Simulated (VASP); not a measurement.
Here is a VASP 6.6.1 calculation.

The input INCAR:

```
SYSTEM = Pd
PREC     = Accurate       ! precision mode
ENCUT    = 520            ! plane-wave cutoff, eV
EDIFF    = 1E-6           ! SCF threshold, eV
ISMEAR   = 0              ! smearing method
SIGMA    = 0.15           ! smearing width, eV
LREAL    = .FALSE.        ! projectors in reciprocal space
LASPH    = .TRUE.         ! aspherical terms in the spheres
NELM     = 60             ! most SCF steps
ALGO     = Normal         ! electronic algorithm
ISIF     = 2              ! what is computed and relaxed
LWAVE    = .FALSE.        ! write WAVECAR
LCHARG   = .FALSE.        ! write CHGCAR
GGA      = PE             ! functional
NBANDS   = 11             ! bands
```

File KPOINTS:

```
Automatic mesh
0
G
  20 20 20
  0 0 0
```

Contents of POSCAR:

```
Pd
1.0
    0.0000000000      2.0226960000      2.1004920000
    2.0226960000      0.0000000000      2.1004920000
    2.0226960000      2.0226960000      0.0000000000
Pd
1
Direct
    0.0000000000      0.0000000000      0.0000000000
```

Potentials or basis: VASP PAW PBE potentials, release 64 (Pd).

Run with:

```console
$ cat potpaw_PBE.64/Pd/POTCAR > POTCAR
$ mpirun -np 1 vasp_std > vasp.out
```

(1) Estimate the band gap on the k mesh.

(2) Estimate the pressure.

## Answers

(1) zero (bands 5 and 6 overlap by 1.29 eV).

(2) -14.0 GPa.

Caveat: the cell differs from its parent crystal (strain +0.040 along x and y, +0.080 along z); the cell stands under tension.
